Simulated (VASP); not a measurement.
# BaTiO3 (P1) in VASP: single point with PBE

Aim: the single point of BaTiO3 with PBE.

Program: VASP 6.6.1. These are calculated values, not measurements. Logs are shortened: lines on timing, memory, paths and dates and some standing lists are left out, and cuts for length are marked.

## Step 1: The cell of the first run

The typed cell holds 15 atoms: a = 4.060 Å, b = 4.060 Å, c = 12.697 Å, α = 90.20°, β = 73.58°, γ = 89.70°.

## Step 2: Single point, PBE (the part above a cut slid along it)

Input file INCAR:

```
  PREC = Accurate
  ENCUT = 520
  EDIFF = 1E-6
  ISMEAR = 0
  SIGMA = 0.05
  LREAL = Auto
  LASPH = T
  NELM = 100
  ALGO = Normal
  ISIF = 2
  LWAVE = F
  LCHARG = T
  GGA = PE
  LELF = T
  LVHAR = T
  NBANDS = 73
```

Input file KPOINTS:

```
regular mesh
0
Gamma
  6 6 2
```

Input file POSCAR:

```
BaTiO3
1.0
    2.8630706609     -1.6529946168     -2.3563003513
    0.0000000000      3.3059892335     -2.3563003513
   11.1659755774      3.4712886952      4.9482307378
Ba Ti O
3 3 9
Direct
    0.3181091284      0.9950454834      0.7521515055
    0.9181091284      0.9950454834      0.0854848389
    0.6181091284      0.9950454834      0.4188181722
   -0.3503937709      0.4808124839      0.9235625054
    0.2496062291      0.4808124839      0.2568958387
   -0.0503937709      0.4808124839      0.5902291720
   -0.3103620037      0.0222297307      0.9132979497
    0.2896379963      0.0222297307      0.2466312830
   -0.0103620037      0.0222297307      0.5799646163
   -0.7997384240      0.5116061510      0.9132979497
   -0.1997384240      0.5116061510      0.2466312830
   -0.4997384240      0.5116061510      0.5799646163
    0.4428250702      0.5116061510      0.0764234231
    0.1428250702      0.5116061510      0.4097567564
   -0.1571749298      0.5116061510      0.7430900898
```

Potentials or basis: VASP PAW PBE potentials, release 64 (Ba_sv, Ti_sv, O).

The run is started by

```
cat potpaw_PBE.64/Ba_sv/POTCAR potpaw_PBE.64/Ti_sv/POTCAR potpaw_PBE.64/O/POTCAR > POTCAR
mpirun -np 1 vasp_std > vasp.out
```

OUTCAR:

```text
PREC = Accurate
   ENCUT = 520
   EDIFF = 1E-6
   ISMEAR = 0
   LREAL = Auto
   LASPH = T
   NELM = 100
   ISIF = 2
   GGA = PE

 ion  position               nearest neighbor table
   1  0.318  0.995  0.752-  15 2.78   7 2.78  10 2.78  15 2.87   9 2.87  12 2.87  15 2.87  10 2.87
                             7 2.87  12 2.98   9 2.98  15 2.98   6 3.43   6 3.48   6 3.48   4 3.48
   2  0.918  0.995  0.085-   7 2.61  11 2.78   8 2.78  13 2.78   8 2.87  11 2.87  13 2.87  13 2.87
                            10 2.91  13 2.98  10 3.02   4 3.25   7 3.28   4 3.32   5 3.48   5 3.54
   3  0.618  0.995  0.419-  12 2.78   9 2.78  14 2.78   9 2.87  12 2.87   8 2.87  14 2.87  11 2.87
                            14 2.87  14 2.98  11 2.98   8 2.98   5 3.43   6 3.48   5 3.48   5 3.48
   4  0.650  0.481  0.924-   7 1.87  10 1.87  13 1.89  10 2.21   7 2.21  15 2.21   2 3.25   2 3.32
                             1 3.48   1 3.54   1 3.54   1 3.64   2 3.68   2 3.72
   5  0.250  0.481  0.257-  14 1.87   8 1.87  11 1.87  11 2.21   8 2.21  13 2.21   3 3.43   2 3.48
                             3 3.48   3 3.48   2 3.54   2 3.54   3 3.54   2 3.64
   6  0.950  0.481  0.590-   9 1.87  12 1.87  15 1.87  12 2.21   9 2.21  14 2.21   1 3.43   3 3.48
                             1 3.48   1 3.48   3 3.54   3 3.54   1 3.54   3 3.64
   7  0.690  0.022  0.913-   4 1.87   4 2.21   2 2.61   1 2.78   1 2.87   2 3.28
   8  0.290  0.022  0.247-   5 1.87   5 2.21   2 2.78   2 2.87   3 2.87   3 2.98
   9  0.990  0.022  0.580-   6 1.87   6 2.21   3 2.78   3 2.87   1 2.87   1 2.98
  10  0.200  0.512  0.913-   4 1.87   4 2.21   1 2.78   1 2.87   2 2.91   2 3.02
  11  0.800  0.512  0.247-   5 1.87   5 2.21   2 2.78   2 2.87   3 2.87   3 2.98
  12  0.500  0.512  0.580-   6 1.87   6 2.21   3 2.78   3 2.87   1 2.87   1 2.98
  13  0.443  0.512  0.076-   4 1.89   5 2.21   2 2.78   2 2.87   2 2.87   2 2.98
  14  0.143  0.512  0.410-   5 1.87   6 2.21   3 2.78   3 2.87   3 2.87   3 2.98
  15  0.843  0.512  0.743-   6 1.87   4 2.21   1 2.78   1 2.87   1 2.87   1 2.98

  LATTYP: Found a triclinic cell.
 ALAT       =     5.7261413218
 B/A-ratio  =     0.7089884383
 C/A-ratio  =     2.5116178397
 COS(alpha) =     0.0016460117
 COS(beta)  =     0.3782422568
 COS(gamma) =     0.7052301180

  Lattice vectors:

 A1 = (  -2.8630706609,   4.9589838503,   0.0000000000)
 A2 = (   0.0000000000,   3.3059892335,  -2.3563003513)
 A3 = ( -14.0290462383,  -1.8182940784,  -2.5919303865)

Analysis of symmetry for initial positions (statically):
=====================================================================
 Subroutine PRICEL returns:
 Original cell was already a primitive cell.

 Routine SETGRP: Setting up the symmetry group for a
 triclinic supercell.

 Subroutine GETGRP returns: Found  1 space group operations
 (whereof  1 operations were pure point group operations)
 out of a pool of  2 trial point group operations.

The static configuration has the point symmetry C_1 .

Analysis of symmetry for dynamics (positions and initial velocities):
=====================================================================
 Subroutine PRICEL returns:
 Original cell was already a primitive cell.

 Routine SETGRP: Setting up the symmetry group for a
 triclinic supercell.

 Subroutine GETGRP returns: Found  1 space group operations
 (whereof  1 operations were pure point group operations)
 out of a pool of  2 trial point group operations.

The dynamic configuration has the point symmetry C_1 .

 Subroutine INISYM returns: Found  1 space group operations
 (whereof  1 operations are pure point group operations),
 and found     1 'primitive' translations

----------------------------------------------------------------------------------------

                                     Primitive cell

  volume of cell :     200.7274

  direct lattice vectors                    reciprocal lattice vectors
     2.863070661 -1.652994617 -2.356300351     0.122246372 -0.131075240 -0.183904116
     0.000000000  3.305989234 -2.356300351     0.000000000  0.201654216 -0.141464705
    11.165975577  3.471288695  4.948230738     0.058212558  0.033609036  0.047154902

  length of vectors
     4.059767993  4.059767993 12.697001348     0.256798789  0.246326380  0.082108793
[... 49 lines left out ...]
     0.029106279  0.016804518  0.023577451     0.000000000  0.000000000  0.500000000

  Length of vectors
     0.042799798  0.041054397  0.041054397

  Shift w.r.t. Gamma in fractional coordinates (k-lattice)
     0.000000000  0.000000000  0.000000000

 Subroutine IBZKPT returns following result:
 ===========================================

 Found     40 irreducible k-points:

 Following reciprocal coordinates:
            Coordinates               Weight
  0.000000  0.000000  0.000000      1.000000
  0.166667 -0.000000  0.000000      2.000000
  0.333333 -0.000000  0.000000      2.000000
  0.500000 -0.000000  0.000000      1.000000
  0.000000  0.166667 -0.000000      2.000000
  0.166667  0.166667  0.000000      2.000000
[... 16 lines left out ...]
  0.333333 -0.000000  0.500000      2.000000
  0.500000 -0.000000  0.500000      1.000000
 [... further k-points ...]
   k-points           NKPTS =     40   k-points in BZ     NKDIM =     40   number of bands    NBANDS=     73
   number of dos      NEDOS =    301   number of ions     NIONS =     15
   total plane-waves  NPLWV =  86400
   dimension x,y,z NGX =    30 NGY =   30 NGZ =   96
   dimension x,y,z NGXF=    60 NGYF=   60 NGZF=  192
   ions per type =               3   3   9
   NGX,Y,Z   is equivalent  to a cutoff of  12.28, 12.28, 12.57 a.u.
   NGXF,Y,Z  is equivalent  to a cutoff of  24.57, 24.57, 25.14 a.u.
 SYSTEM =  unknown system
   PREC   = accura    normal or accurate (medium, high low for compatibility)
   ISTART =      0    job   : 0-new  1-cont  2-samecut
   ICHARG =      2    charge: 1-file 2-atom 10-const
   ISPIN  =      1    spin polarized calculation?
   LNONCOLLINEAR =      F non collinear calculations
   LSORBIT =      F    spin-orbit coupling
   LASPH  =      T    aspherical Exc in radial PAW
   ENCUT  =  520.0 eV  38.22 Ry    6.18 a.u.   7.55  7.55 23.61*2*pi/ulx,y,z
   NELM   =    100;   NELMIN=  2; NELMDL= -5     # of ELM steps
   EDIFF  = 0.1E-05   stopping-criterion for ELM
   LREAL  =      T    real-space projection
   EDIFFG = 0.1E-04   stopping-criterion for IOM
   NSW    =      0    number of steps for IOM
   IBRION =     -1    ionic relax: 0-MD 1-quasi-New 2-CG
   NFREE  =      0    steps in history (QN), initial steepest desc. (CG)
   ISIF   =      2    stress and relaxation
   ISYM   =      2    0-nonsym 1-usesym 2-fastsym
   POTIM  = 0.5000    time-step for ionic-motion
   TEBEG  =    0.0;   TEEND  =   0.0 temperature during run
   PSTRESS=    0.0 pullay stress
   NELECT =     120.0000    total number of electrons
   NUPDOWN=      -1.0000    fix difference up-down
   EMIN   =  10.00;   EMAX   =-10.00  energy-range for DOS
   EFERMI =   0.00;   METHOD = LEGACY
   ISMEAR =     0;   SIGMA  =   0.05  broadening in eV -4-tet -1-fermi 0-gaus
   EFERMI_NEDOS =   21; number of points for ismear=-14 and -15
   IALGO  =     38    algorithm
   IMIX   =      4    mixing-type and parameters
     AMIX     =   0.40;   BMIX     =  1.00
     AMIX_MAG =   1.60;   BMIX_MAG =  1.00
  volume/ion in A,a.u.               =      13.38        90.31
  Fermi-wavevector in a.u.,A,eV,Ry     =   1.379112  2.606145 25.877618  1.901951
  Thomas-Fermi vector in A             =   2.504112
   LORBIT       =      0    0 simple, 1 ext, 2 COOP (PROOUT), +10 PAW based schemes
   GGA     = PE    functional components
   LHFCALC =     F    Hartree Fock is set to
   AEXX    =    0.0000 exact exchange contribution
   IVDW    =     0    specifies the selected vdW correction
   LEPSILON=     F    determine dielectric tensor
   LRPA    =     F    only Hartree local field effects (RPA)
 non-spin polarized calculation
 Gauss-broadening in eV      SIGMA  =   0.05
  energy-cutoff  :      520.00
  volume of cell :      200.73
 maximum number of plane-waves:      5433
   NGX = 15   NGY = 15   NGZ = 47

 number of electron     120.0000007 magnetization

 Free energy of the ion-electron system (eV)
  ---------------------------------------------------
  ext. energy  EPLUGINS =         0.00000000
  ---------------------------------------------------
  free energy    TOTEN  =      -119.69585316 eV

  energy without entropy =     -119.69585316  energy(sigma->0) =     -119.69585316

 E-fermi :   3.7546     XC(G=0): -11.0049

 val. band max:        3.4999461148   @ k =   0.5000   0.5000  -0.0000
 cond. band min:       5.7986672396   @ k =   0.0000   0.0000   0.0000
 fundamental gap:      2.2987211248
 Fermi energy:         3.7546297259

 k-point     1 :       0.0000    0.0000    0.0000
  band No.  band energies     occupation
      1     -52.9770      2.00000
      2     -52.8640      2.00000
      3     -52.8222      2.00000
      4     -29.2692      2.00000
      5     -29.2314      2.00000
      6     -29.2033      2.00000
[... 1789 lines left out ...]
     71       8.2842      0.00000
     72       8.3635      0.00000

 [... further k-points ...]

 [bands above 72 left out]

------------------------ aborting loop because EDIFF is reached ----------------------------------------

  FORCE on cell =-STRESS in cart. coord.  units (eV):
  Direction    XX          YY          ZZ          XY          YZ          ZX
  --------------------------------------------------------------------------------------
  -------------------------------------------------------------------------------------
  Total        7.6900776      0.6634604     -0.8411351      0.2315259     -2.1293928      0.6233630
  in kB       61.3810968      5.2956455     -6.7138198      1.8480067    -16.9965083      4.9755937
  external PRESSURE =      19.9876408 kB  Pullay stress =       0.0000000 kB

 VOLUME and BASIS-vectors are now :
 -----------------------------------------------------------------------------
  energy-cutoff  :      520.00
  volume of cell :      200.73
      direct lattice vectors                 reciprocal lattice vectors
     2.863070661 -1.652994617 -2.356300351     0.122246372 -0.131075240 -0.183904116
     0.000000000  3.305989234 -2.356300351     0.000000000  0.201654216 -0.141464705
    11.165975577  3.471288695  4.948230738     0.058212558  0.033609036  0.047154902

 POSITION                                       TOTAL-FORCE (eV/Angst)
 -----------------------------------------------------------------------------------
      9.30927      5.37471      0.62763         0.010166     -0.014228     -0.056641
      3.58313      2.06872     -4.08497         1.163881     -0.171001     -0.229044
      6.44620      3.72172     -1.72867        -0.017755     -0.012411     -0.056212
     12.17234      3.72172      1.90639        -0.864175      0.597123      0.611747
      3.58313      2.06872     -0.44991        -0.033731     -0.029777     -0.140885
      9.30927      2.06872     -0.44991        -0.058078     -0.021972     -0.123889
     12.17234      2.10384      2.84183        -0.230865     -0.110934     -0.077238
      3.58313      0.45085      0.48553         0.045997     -0.053848      0.024929
      9.30927      0.45085      0.48553         0.016582     -0.027575      0.054361
     10.77123      4.53065      2.84183        -1.053280      0.219694      0.325943
      5.04508      1.22466     -1.87077        -0.018123      0.010309      0.045711
      7.90815      2.87766      0.48553        -0.014627      0.022276      0.051803
      2.12118      1.22466     -1.87077         0.977807     -0.514054     -0.623257
      4.98425      2.87766      0.48553         0.058935      0.031414      0.065023
     10.71039      2.87766      0.48553         0.017266      0.074984      0.127651
 -----------------------------------------------------------------------------------
    total drift:                               -0.011988      0.041768     -0.016099

  FREE ENERGIE OF THE ION-ELECTRON SYSTEM (eV)
  ---------------------------------------------------
  free  energy   TOTEN  =      -119.6958531583 eV

  energy  without entropy=     -119.6958531583  energy(sigma->0) =     -119.69585316
```

It took 11 min on 1 thread of Intel Xeon 6975P-C (Granite Rapids), shared host; peak memory 0.51 GiB.

What came out:

```yaml
Free_energy: -119.6959 eV
Pressure: 2.0 GPa
Largest_force: 1.268 eV/Å
Band_gap_on_the_k_mesh: 2.30 eV (least direct gap 2.68 eV)
```

Forces on the atoms (eV/Å):
```
Ba   0.010 -0.014 -0.057
Ba   1.164 -0.171 -0.229
Ba  -0.018 -0.012 -0.056
Ti  -0.864  0.597  0.612
Ti  -0.034 -0.030 -0.141
Ti  -0.058 -0.022 -0.124
O   -0.231 -0.111 -0.077
O    0.046 -0.054  0.025
O    0.017 -0.028  0.054
O   -1.053  0.220  0.326
O   -0.018  0.010  0.046
O   -0.015  0.022  0.052
O    0.978 -0.514 -0.623
O    0.059  0.031  0.065
O    0.017  0.075  0.128
```

Caveat: the cell differs from its parent crystal (the part above a cut slid along it); the stress differs along the axes, from -1 to 6 GPa; spin-orbit coupling is left out, which moves the levels of the heavy elements; forces of over 1 eV/Å act on the atoms, so gaps and moduli don't describe the material at rest.
